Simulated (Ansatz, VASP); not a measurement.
ZnO: VASP beside Ansatz

File POSCAR:

```
ZnO
1.0
    3.4835413134      0.0000000000      0.0000000000
   -1.7417706567      3.0168352725      0.0000000000
    0.0000000000      0.0000000000      4.5653854435
Zn O
2 2
Direct
    0.3333333333      0.6666666667      0.2500000000
    0.6666666667      0.3333333333      0.7500000000
    0.6666666667      0.3333333333      0.2500000000
    0.3333333333      0.6666666667      0.7500000000
```

The input INCAR.step1:

```
PREC = Accurate ; ENCUT = 520
ISMEAR = 0 ; SIGMA = 0.01
LREAL = False ; LASPH = True
NELM = 80 ; NBANDS = 26
GGA = PE ; ALGO = Normal
EDIFF = 1E-4 ; LWAVE = True
LCHARG = False
```

The input INCAR.step2:

```
PREC = Accurate ; ENCUT = 520
EDIFF = 1E-6 ; ISMEAR = 0
SIGMA = 0.01 ; LREAL = False
LASPH = True ; NELM = 80
ALGO = Normal ; ISIF = 2
LWAVE = False ; LCHARG = True
METAGGA = R2SCAN ; LMIXTAU = True
LELF = True ; LVHAR = True
NBANDS = 26 ; ISTART = 1
```

The input KPOINTS:

```
regular mesh
0
Gamma
  9 9 6
```

Input for Ansatz:

```yaml
crystal:
  lattice:
    - [3.4835413134, 0.0, 0.0]
    - [-1.7417706567, 3.0168352725, 0.0]
    - [0.0, 0.0, 4.5653854435]
  atoms:
    - { symbol: Zn, position: [0.3333333333, 0.6666666667, 0.25] }
    - { symbol: Zn, position: [0.6666666667, 0.3333333333, 0.75] }
    - { symbol: O, position: [0.6666666667, 0.3333333333, 0.25] }
    - { symbol: O, position: [0.3333333333, 0.6666666667, 0.75] }
kpoints:
  mp_grid: { grid: [9, 9, 6] }
hamiltonian:
  xc: r2scan
scf:
  occupations: { method: fixed }
  n_extra_bands: 5
output:
  forces: true
  stress: true
  eigenvalues: true
```

Alike in both runs: task single point; functional r2SCAN; k mesh 9 × 9 × 6; no spin polarisation.

|  | VASP | Ansatz |
| --- | --- | --- |
| version | VASP 6.6.1 | Ansatz 0.2.0 |
| potentials or method | VASP PAW PBE potentials, release 64 (Zn, O) | plane waves, PAW |
| plane-wave cutoff (eV) | 520 | 500 |
| occupations | gaussian, width 0.01 eV | fixed |
| valence electrons in the cell | 36 | 36 |

```tsv
	VASP	Ansatz	Ansatz less VASP
gap on the k mesh at the Fermi level (eV)	1.31	1.32	+0.011
pressure (GPa)	-7.2	-8.2	-0.97
traceless stress, the component that is largest in VASP (GPa)	1.05	1.31	+0.259
```

VASP's potentials were made for PBE, not for r2SCAN.
